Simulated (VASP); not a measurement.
# InSe (R3m) in VASP: settings compared, part 2 of 2

VASP 6.6.1. The steps go on from the part before.

### 5 Single point, BLYP+D4

This run uses another cell than the first one, of 28.07 Å³/atom.

Contents of INCAR:

```
SYSTEM = InSe
AGGAC    = 1.0          
AGGAX    = 1.0          
ALDAC    = 0.0          
ALDAX    = 1.0          
ALGO     = Normal         ! electronic algorithm
EDIFF    = 1E-7           ! SCF threshold, eV
ENCUT    = 520            ! plane-wave cutoff, eV
GGA      = B5             ! functional
ISIF     = 2              ! what is computed and relaxed
ISMEAR   = -1             ! smearing method
IVDW     = 13             ! dispersion correction
LASPH    = .True.         ! aspherical terms in the spheres
LCHARG   = .False.        ! write CHGCAR
LREAL    = .False.        ! projectors in reciprocal space
LWAVE    = .False.        ! write WAVECAR
NBANDS   = 27             ! bands
NELM     = 100            ! most SCF steps
PREC     = Accurate       ! precision mode
SIGMA    = 0.05           ! smearing width, eV
VDW_A1   = 0.44488865   
VDW_A2   = 4.0933009    
VDW_S6   = 1.0          
VDW_S8   = 2.34076671
```

Contents of KPOINTS:

```
k-points
0
Gamma
  8 8 8
  0 0 0
```

Contents of POSCAR:

```
InSe
1.0
    1.9729696595      1.1390945640      8.3259319629
   -1.9729696595      1.1390945640      8.3259319629
    0.0000000000     -2.2781891280      8.3259319629
In Se
2 2
Direct
    0.8886000000      0.8886000000      0.8886000000
    0.0000000000      0.0000000000      0.0000000000
    0.1719000000      0.1719000000      0.1719000000
    0.3835000000      0.3835000000      0.3835000000
```

Potentials or basis: VASP PAW PBE potentials, release 64 (In_d, Se).

The run is started by

```bash
> cat potpaw_PBE.64/In_d/POTCAR potpaw_PBE.64/Se/POTCAR > POTCAR
> mpirun -np 1 vasp_std > vasp.out
```

OUTCAR:

```text
SYSTEM = InSe
   EDIFF = 1E-7
   ENCUT = 520
   GGA = B5
   ISIF = 2
   ISMEAR = -1
   IVDW = 13
   LASPH = .True.
   LREAL = .False.
   NELM = 100
   PREC = Accurate

 ion  position               nearest neighbor table
   1  0.889  0.889  0.889-   3 2.60   3 2.60   3 2.60   2 2.78
   2  0.000  0.000  0.000-   4 2.60   4 2.60   4 2.60   1 2.78
   3  0.172  0.172  0.172-   1 2.60   1 2.60   1 2.60
   4  0.383  0.383  0.383-   2 2.60   2 2.60   2 2.60

  LATTYP: Found a trigonal (rhomboedric) cell.
 ALAT       =     8.6319921660
 COS(alpha) =     0.8955162542

  Lattice vectors:

 A1 = (   1.9729696595,   1.1390945640,   8.3259319629)
 A2 = (  -1.9729696595,   1.1390945640,   8.3259319629)
 A3 = (   0.0000000000,  -2.2781891280,   8.3259319629)

Analysis of symmetry for initial positions (statically):
=====================================================================
 Subroutine PRICEL returns:
 Original cell was already a primitive cell.

 Routine SETGRP: Setting up the symmetry group for a
 trigonal (rhombohedral) supercell.

 Subroutine GETGRP returns: Found  6 space group operations
 (whereof  6 operations were pure point group operations)
 out of a pool of 12 trial point group operations.

The static configuration has the point symmetry C_3v.

Analysis of symmetry for dynamics (positions and initial velocities):
=====================================================================
 Subroutine PRICEL returns:
 Original cell was already a primitive cell.

 Routine SETGRP: Setting up the symmetry group for a
 trigonal (rhombohedral) supercell.

 Subroutine GETGRP returns: Found  6 space group operations
 (whereof  6 operations were pure point group operations)
 out of a pool of 12 trial point group operations.

The dynamic configuration has the point symmetry C_3v.

 Subroutine INISYM returns: Found  6 space group operations
 (whereof  6 operations are pure point group operations),
 and found     1 'primitive' translations

----------------------------------------------------------------------------------------

                                     Primitive cell

  volume of cell :     112.2701

  direct lattice vectors                    reciprocal lattice vectors
     1.972969659  1.139094564  8.325931963     0.253425083  0.146315040  0.040035558
    -1.972969659  1.139094564  8.325931963    -0.253425083  0.146315040  0.040035558
     0.000000000 -2.278189128  8.325931963     0.000000000 -0.292630080  0.040035558

  length of vectors
     8.631992166  8.631992166  8.631992166     0.295356073  0.295356073  0.295356073

  position of ions in fractional coordinates (direct lattice)
     0.888600000  0.888600000  0.888600000
     0.000000000  0.000000000  0.000000000
     0.171900000  0.171900000  0.171900000
     0.383500000  0.383500000  0.383500000

  ion indices of the primitive-cell ions
   primitive index   ion index
                 1           1
                 2           2
                 3           3
                 4           4

----------------------------------------------------------------------------------------

 KPOINTS: k-points

Automatic generation of k-mesh.
 Grid dimensions read from file:
 generate k-points for:    8    8    8

 Generating k-lattice:

  Cartesian coordinates                     Fractional coordinates (reciprocal lattice)
     0.031678135  0.018289380  0.005004445     0.125000000 -0.000000000  0.000000000
    -0.031678135  0.018289380  0.005004445    -0.000000000  0.125000000  0.000000000
     0.000000000 -0.036578760  0.005004445     0.000000000  0.000000000  0.125000000

  Length of vectors
     0.036919509  0.036919509  0.036919509

  Shift w.r.t. Gamma in fractional coordinates (k-lattice)
     0.000000000  0.000000000  0.000000000

 Subroutine IBZKPT returns following result:
 ===========================================

 Found     65 irreducible k-points:

 Following reciprocal coordinates:
            Coordinates               Weight
  0.000000  0.000000  0.000000      1.000000
  0.125000 -0.000000  0.000000      6.000000
  0.250000 -0.000000  0.000000      6.000000
  0.375000 -0.000000  0.000000      6.000000
  0.500000 -0.000000  0.000000      3.000000
  0.125000  0.125000  0.000000      6.000000
[... 16 lines left out ...]
  0.250000  0.125000  0.125000      6.000000
  0.375000  0.125000  0.125000      6.000000
 [... further k-points ...]
   k-points           NKPTS =     65   k-points in BZ     NKDIM =     65   number of bands    NBANDS=     27
   number of dos      NEDOS =    301   number of ions     NIONS =      4
   total plane-waves  NPLWV = 262144
   dimension x,y,z NGX =    64 NGY =   64 NGZ =   64
   dimension x,y,z NGXF=   128 NGYF=  128 NGZF=  128
   ions per type =               2   2
   NGX,Y,Z   is equivalent  to a cutoff of  12.33, 12.33, 12.33 a.u.
   NGXF,Y,Z  is equivalent  to a cutoff of  24.65, 24.65, 24.65 a.u.
 SYSTEM =  InSe
   PREC   = accura    normal or accurate (medium, high low for compatibility)
   ISTART =      0    job   : 0-new  1-cont  2-samecut
   ICHARG =      2    charge: 1-file 2-atom 10-const
   ISPIN  =      1    spin polarized calculation?
   LNONCOLLINEAR =      F non collinear calculations
   LSORBIT =      F    spin-orbit coupling
   LASPH  =      T    aspherical Exc in radial PAW
   ENCUT  =  520.0 eV  38.22 Ry    6.18 a.u.  16.05 16.05 16.05*2*pi/ulx,y,z
   NELM   =    100;   NELMIN=  2; NELMDL= -5     # of ELM steps
   EDIFF  = 0.1E-06   stopping-criterion for ELM
   LREAL  =      F    real-space projection
   EDIFFG = 0.1E-05   stopping-criterion for IOM
   NSW    =      0    number of steps for IOM
   IBRION =     -1    ionic relax: 0-MD 1-quasi-New 2-CG
   NFREE  =      0    steps in history (QN), initial steepest desc. (CG)
   ISIF   =      2    stress and relaxation
   ISYM   =      2    0-nonsym 1-usesym 2-fastsym
   POTIM  = 0.5000    time-step for ionic-motion
   TEBEG  =    0.0;   TEEND  =   0.0 temperature during run
   PSTRESS=    0.0 pullay stress
   NELECT =      38.0000    total number of electrons
   NUPDOWN=      -1.0000    fix difference up-down
   EMIN   =  10.00;   EMAX   =-10.00  energy-range for DOS
   EFERMI =   0.00;   METHOD = LEGACY
   ISMEAR =    -1;   SIGMA  =   0.05  broadening in eV -4-tet -1-fermi 0-gaus
   EFERMI_NEDOS =   21; number of points for ismear=-14 and -15
   IALGO  =     38    algorithm
   IMIX   =      4    mixing-type and parameters
     AMIX     =   0.40;   BMIX     =  1.00
     AMIX_MAG =   1.60;   BMIX_MAG =  1.00
  volume/ion in A,a.u.               =      28.07       189.41
  Fermi-wavevector in a.u.,A,eV,Ry     =   1.140901  2.155990 17.710090  1.301655
  Thomas-Fermi vector in A             =   2.277602
   LORBIT       =      0    0 simple, 1 ext, 2 COOP (PROOUT), +10 PAW based schemes
   GGA     = B5    functional components
   LHFCALC =     F    Hartree Fock is set to
   AEXX    =    0.0000 exact exchange contribution
   IVDW    =    13    specifies the selected vdW correction
   LEPSILON=     F    determine dielectric tensor
   LRPA    =     F    only Hartree local field effects (RPA)
 non-spin polarized calculation
  energy-cutoff  :      520.00
  volume of cell :      112.27
 maximum number of plane-waves:      3064
   NGX = 33   NGY = 33   NGZ = 33

 number of electron      37.9999999 magnetization

 Free energy of the ion-electron system (eV)
  ---------------------------------------------------
  ext. energy  EPLUGINS =         0.00000000
  ---------------------------------------------------
  free energy    TOTEN  =       -11.63980102 eV

  energy without entropy =      -11.63978083  energy(sigma->0) =      -11.63979092

 E-fermi :   5.2020     XC(G=0):  -8.5488

 val. band max:        4.9402377754   @ k =   0.5000   0.5000   0.5000
 cond. band min:       5.4438451532   @ k =   0.5000   0.5000   0.5000
 fundamental gap:      0.5036073778
 Fermi energy:         5.2020033316

 k-point     1 :       0.0000    0.0000    0.0000
  band No.  band energies     occupation
      1     -10.0082      2.00000
      2      -9.8202      2.00000
      3      -9.8202      2.00000
      4      -9.7381      2.00000
      5      -9.7381      2.00000
      6      -9.7090      2.00000
[... 19 lines left out ...]
     26      10.4845      0.00000
     27      12.8221      0.00000
[... 667 lines left out ...]
      5      -9.7256      2.00000
      6      -9.6946      2.00000
[... 19 lines left out ...]
     26      11.5959      0.00000
     27      12.0566      0.00000

 [... further k-points ...]

------------------------ aborting loop because EDIFF is reached ----------------------------------------

  DFT-D4 for vdW energy calculation

  Edisp (eV):   -2.54111

  FORCE on cell =-STRESS in cart. coord.  units (eV):
  Direction    XX          YY          ZZ          XY          YZ          ZX
  --------------------------------------------------------------------------------------
  -------------------------------------------------------------------------------------
  Total       3.94205     3.94205     1.88338     0.00000     0.00000     0.00000
  in kB      56.25601    56.25601    26.87724     0.00000     0.00000     0.00000
  external pressure =       46.46 kB  Pullay stress =        0.00 kB

 VOLUME and BASIS-vectors are now :
 -----------------------------------------------------------------------------
  energy-cutoff  :      520.00
  volume of cell :      112.27
      direct lattice vectors                 reciprocal lattice vectors
     1.972969659  1.139094564  8.325931963     0.253425083  0.146315040  0.040035558
    -1.972969659  1.139094564  8.325931963    -0.253425083  0.146315040  0.040035558
     0.000000000 -2.278189128  8.325931963     0.000000000 -0.292630080  0.040035558

 POSITION                                       TOTAL-FORCE (eV/Angst)
 -----------------------------------------------------------------------------------
      0.00000      0.00000     22.19527         0.000000      0.000000      0.658652
      0.00000      0.00000      0.00000         0.000000      0.000000     -0.658558
      0.00000      0.00000      4.29368         0.000000      0.000000     -0.830462
      0.00000      0.00000      9.57898         0.000000     -0.000000      0.830367
 -----------------------------------------------------------------------------------
    total drift:                                0.000000     -0.000000      0.000029

  FREE ENERGIE OF THE ION-ELECTRON SYSTEM (eV)
  ---------------------------------------------------
  free  energy   TOTEN  =       -14.1809138450 eV

  energy  without entropy=      -14.1808936632  energy(sigma->0) =      -14.18090375
```

It took 6.1 min on 1 thread of Intel Xeon 6975P-C (Granite Rapids), shared host; peak memory 0.63 GiB.

What came out:

```
Free energy                : -14.1809 eV
Pressure                   : 4.6 GPa
Largest force              : 0.830 eV/Å
Band gap on the k mesh     : 0.50 eV
Dispersion energy per atom : -0.635 eV
```

Forces on the atoms (eV/Å):
```
In   0.000  0.000  0.659
In   0.000  0.000 -0.659
Se   0.000  0.000 -0.830
Se   0.000  0.000  0.830
```

Levels at points of the mesh, in eV from the valence-band top:
```
           k point  band 16  band 17  band 18  band 19  band 20  band 21  band 22  band 23
(0.00, 0.00, 0.00)    -1.36    -1.36    -1.26    -1.26     1.76     2.24     4.41     4.41
(0.50, 0.00, 0.00)    -2.49    -2.44    -2.34    -1.76     1.25     2.02     3.71     4.09
(0.50, 0.50, 0.00)    -2.78    -2.62    -2.14    -1.59     1.20     2.05     3.37     3.71
(0.50, 0.50, 0.50)    -1.43    -1.18    -1.18     0.00     0.50     2.26     4.32     4.32
```

Caveat: the cell stands under pressure; the PAW data sets were made with another functional, which shifts forces and pressure a little; spin-orbit coupling is left out, which moves the levels of the heavy elements.

### 6 Single point, RPBE+D3(BJ)

This run uses another cell than the first one, of 28.65 Å³/atom.

Contents of INCAR:

```
ALGO = Normal ; EDIFF = 1E-7
ENCUT = 520 ; GGA = RP
ISIF = 2 ; ISMEAR = -1
IVDW = 12 ; LASPH = T
LCHARG = F ; LREAL = F
LWAVE = F ; NBANDS = 27
NELM = 60 ; PREC = Accurate
SIGMA = 0.05
```

Contents of KPOINTS:

```
k-points
0
Gamma
  8 8 8
```

Contents of POSCAR:

```
InSe
1.0
    1.9865767768      1.1469506368      8.3833539979
   -1.9865767768      1.1469506368      8.3833539979
    0.0000000000     -2.2939012737      8.3833539979
In Se
2 2
Direct
    0.8886000000      0.8886000000      0.8886000000
    0.0000000000      0.0000000000      0.0000000000
    0.1719000000      0.1719000000      0.1719000000
    0.3835000000      0.3835000000      0.3835000000
```

Potentials or basis: VASP PAW PBE potentials, release 64 (In_d, Se).

The run is started by

```bash
> cat potpaw_PBE.64/In_d/POTCAR potpaw_PBE.64/Se/POTCAR > POTCAR
> mpirun -np 1 vasp_std > vasp.out
```

It took 8 min on 1 thread of Intel Xeon 6975P-C (Granite Rapids), shared host; peak memory 0.72 GiB.

It converged, with:

* Free energy: -18.3169 eV
* Pressure: -3.6 GPa
* Largest force: 0.501 eV/Å
* Band gap on the k mesh: 0.62 eV
* Dispersion energy per atom: -1.401 eV

Forces on the atoms (eV/Å):
```
In   0.000  0.000  0.501
In   0.000  0.000 -0.468
Se   0.000  0.000 -0.311
Se   0.000  0.000  0.278
```

Stress tensor (GPa, compression positive):
```
-3.87  0.00  0.00
 0.00 -3.87  0.00
 0.00  0.00 -3.09
```

Levels at points of the mesh, in eV from the valence-band top:
```
           k point  band 15  band 16  band 17  band 18  band 19  band 20  band 21  band 22  band 23  band 24
(0.00, 0.00, 0.00)    -1.51    -1.34    -1.34    -1.24    -1.24     1.81     2.25     4.46     4.46     5.29
(0.50, 0.00, 0.00)    -3.52    -2.42    -2.39    -2.30    -1.69     1.29     2.07     3.73     4.06     4.89
(0.50, 0.50, 0.00)    -3.27    -2.71    -2.56    -2.11    -1.52     1.30     2.05     3.38     3.68     4.47
(0.50, 0.50, 0.50)    -1.41    -1.41    -1.17    -1.17     0.00     0.62     2.28     4.38     4.38     5.69
```

Caveat: the cell stands under tension; the PAW data sets were made with another functional, which shifts forces and pressure a little; spin-orbit coupling is left out, which moves the levels of the heavy elements. A k mesh can miss the band edges.

### 7 The runs side by side

| level | cell | gap on the mesh (eV) | pressure (GPa) | largest force (eV/Å) |
| --- | --- | --- | --- | --- |
| RPBE+D3(BJ) | a = 8.572 Å, angles 26.4°, 4 atoms | 0.74 | -1.5 | 0.72 |
| BLYP+D4 | a = 8.572 Å, angles 26.4°, 4 atoms | 0.57 | 6.1 | 1.02 |
| RPBE+D3(BJ) | a = 8.632 Å, angles 26.4°, 4 atoms | 0.68 | -2.6 | 0.61 |
| BLYP+D4 | a = 8.632 Å, angles 26.4°, 4 atoms | 0.50 | 4.6 | 0.83 |
| RPBE+D3(BJ) | a = 8.692 Å, angles 26.4°, 4 atoms | 0.62 | -3.6 | 0.50 |

Alike in all rows: task single point; potentials or basis VASP PAW PBE potentials, release 64 (In_d, Se); no spin polarisation; k mesh 8 × 8 × 8; cutoff (eV) 520; smearing fermi-dirac 0.05 eV.

Caveats: the PAW data sets were made with another functional, which shifts forces and pressure a little; spin-orbit coupling is left out, which moves the levels of the heavy elements; the cell stands under pressure (at least some runs); the cell stands under tension (at least some runs).

Absolute energies hang on the potentials; compare differences alone.
